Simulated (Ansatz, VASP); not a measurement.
## V3W2: VASP beside Ansatz

```
V W
1.0
     5.77089    0.00000    0.00000
     0.00000    5.77089    0.00000
     0.00000    0.00000    5.77089
V W
6 4
Cartesian
  0.0000 2.8854 2.8854
  0.0000 2.8854 0.0000
  2.8854 0.0000 2.8854
  0.0000 0.0000 2.8854
  2.8854 0.0000 0.0000
  2.8854 2.8854 0.0000
  1.4427 1.4427 1.4427
  1.4427 4.3282 4.3282
  4.3282 4.3282 1.4427
  4.3282 1.4427 4.3282
```

Change from the starting cell: species swapped into the Zn3As2 type (Pn-3m, No. 224).

Alike in both runs: functional PBE; k mesh 8 × 8 × 8; occupations gaussian, width 0.1 eV; no spin polarisation.

Ansatz relaxed the structure, and its values are those at the end. VASP's run is a single point on that final structure, the one shown.

|  | VASP | Ansatz |
| --- | --- | --- |
| version | VASP 6.6.1 | Ansatz 0.2.0 |
| potentials or method | VASP PAW PBE potentials, release 64 (V_sv, W_sv), cutoff 520 eV | scalar-relativistic, plane waves, PAW |
| valence electrons in the cell | 134 | 134 |

```csv
,VASP,Ansatz,Ansatz less VASP
gap on the k mesh at the Fermi level (eV),none,none,-
pressure (GPa),0.4,0.0,-0.40
```

A gap of «none» marks a metal or a gap that the smearing closes.

Neither program's run includes spin-orbit coupling.
